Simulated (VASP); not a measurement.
# Ir: single point with PBE

Crystal: Ir.

```
CELL_PARAMETERS angstrom
2.71148 0.00000 0.00000
-1.35574 2.34821 0.00000
0.00000 0.00000 4.39769
ATOMIC_POSITIONS crystal
Ir 0.33333 0.66667 0.25000
Ir 0.66667 0.33333 0.75000
```

This cell differs from its parent crystal: volume scaled by 0.96.

| Item | Value |
| --- | --- |
| Program | VASP 6.6.1 |
| Task | single point |
| Functional | PBE |
| Potentials or basis | VASP PAW PBE potentials, release 64 (Ir) |
| Cutoff | 520 eV |
| k mesh | 15 × 15 × 8 |
| Occupations | fermi-dirac, width 0.1 eV |
| Spin | no spin polarisation |

```yaml
Pressure: 16.0 GPa
Band_gap_on_the_k_mesh: zero (band 9 reaches 11.71 eV, above the bottom of band 10 at 8.36 eV)
```

Stress tensor (GPa, compression positive):
```
15.93  0.00  0.00
 0.00 15.93  0.00
 0.00  0.00 16.09
```

Levels at points of the mesh, in eV from the Fermi level:
```tsv
k point	band 5	band 6	band 7	band 8	band 9	band 10	band 11	band 12	band 13	band 14
(0.00, 0.00, 0.00)	-3.93	-3.25	-3.25	-2.43	-2.43	-0.86	0.28	0.28	7.19	14.22
(0.00, 0.00, 0.50)	-4.05	-4.05	-4.05	-4.05	-0.48	-0.48	-0.48	-0.48	13.63	13.63
```

Wall time 58 s on 1 thread of Intel Xeon 6975P-C, with other jobs on the host, peak memory 0.18 GiB.

Caveat: spin-orbit coupling is left out, which moves the levels of the heavy elements.
